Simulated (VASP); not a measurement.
Wanted: the native input for a VASP 6.6.1 run.

```yaml
Task: single point
Functional: PBE
Potentials_or_basis: VASP PAW PBE potentials, release 64 (Mg, Si, N)
Cutoff: 600 eV
k_mesh: 4 × 4 × 4
Occupations: gaussian, width 0.2 eV
Spin: no spin polarisation
Dipole_correction: no
Further_INCAR_settings: ALGO = Normal; EDIFF = 1e-06; NBANDS = 26
```

The structure of Mg2Si3N3 lies in POSCAR:

```
Mg2Si3N3
1.0
    3.3987123551     -2.9668040161      0.0000000000
    3.3987123551      2.9668040161      0.0000000000
    0.0000000000      0.0000000000      5.5680548275
Mg Si N
2 3 3
Direct
    0.7509988078      0.2490011922      0.6812016176
    0.2490011922      0.7509988078      0.6812016176
    0.2768354910      0.2768354910      0.2783554346
    0.0000000000      0.0000000000      0.0430399235
    0.7231645090      0.7231645090      0.2783554346
    0.5000000000      0.5000000000      0.1103728691
    0.5000000000      0.0000000000      0.4637365515
    0.0000000000      0.5000000000      0.4637365515
```

These files were run (other wordings do the same):

INCAR

```
SYSTEM = Mg2Si3N3
ALGO     = Normal         ! electronic algorithm
EDIFF    = 1E-6           ! SCF threshold, eV
ENCUT    = 600            ! plane-wave cutoff, eV
GGA      = PE             ! functional
GGA_COMPAT= .FALSE.      
ISIF     = 2              ! what is computed and relaxed
ISMEAR   = 0              ! smearing method
LASPH    = .TRUE.         ! aspherical terms in the spheres
LCHARG   = .FALSE.        ! write CHGCAR
LREAL    = .FALSE.        ! projectors in reciprocal space
LWAVE    = .FALSE.        ! write WAVECAR
NBANDS   = 26             ! bands
NELM     = 120            ! most SCF steps
PREC     = Accurate       ! precision mode
SIGMA    = 0.2            ! smearing width, eV
```

KPOINTS

```
k-points
0
G
  4 4 4
  0 0 0
```

Potentials or basis: VASP PAW PBE potentials, release 64 (Mg, Si, N).

The run is started by

```sh
$ cat potpaw_PBE.64/Mg/POTCAR potpaw_PBE.64/Si/POTCAR potpaw_PBE.64/N/POTCAR > POTCAR
$ mpirun -np 1 vasp_std > vasp.out
```

Results of the run:

* Pressure: -0.2 GPa
* Largest force: 0.031 eV/Å

It took 33 s on 1 thread of Intel(R) Xeon(R) 6975P-C (Granite Rapids) (shared host), peak memory 0.26 GiB.
